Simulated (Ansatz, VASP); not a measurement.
## One calculation of Rh, two programs

```
Rh
1.0
     5.41659    0.00000    0.00000
    -2.70829    4.69090    0.00000
     0.00000    0.00000   19.79661
Rh
12
Direct
  0.33333 0.16667 0.20205
  0.33333 0.66667 0.20205
  0.83333 0.16667 0.20205
  0.83333 0.66667 0.20205
  0.16667 0.33333 0.31060
  0.16667 0.83333 0.31060
  0.66667 0.33333 0.31060
  0.66667 0.83333 0.31060
  0.00000 0.00000 0.41909
  0.00000 0.50000 0.41909
  0.50000 0.00000 0.41909
  0.50000 0.50000 0.41909
```

Alike in both runs: task single point; functional PBE; k mesh 6 × 6 × 1; occupations gaussian, width 0.1 eV; no spin polarisation.

```csv
,VASP,Ansatz
version,VASP 6.6.1,Ansatz 0.2.0
potentials or method,"VASP PAW PBE potentials, release 64 (Rh_pv), cutoff 520 eV","scalar-relativistic, plane waves, PAW"
valence electrons in the cell,180,204
```

```tsv
	VASP	Ansatz	Ansatz less VASP
gap on the k mesh at the Fermi level (eV)	none	none	-
rms of the force components (eV/Å)	0.008	0.007	-0.0005
work function, face that differs most (eV)	5.09	5.09	+0.002
```

Atom by atom the forces differ by 0.001 eV/Å (rms over components). A gap of «none» marks a metal or a gap that the smearing closes. The functional is the same, so the differences come from potentials, cutoffs and numerics. VASP's potentials hold 180 valence electrons a cell and Ansatz's 204, so a difference there can come from the potentials and not from the codes.
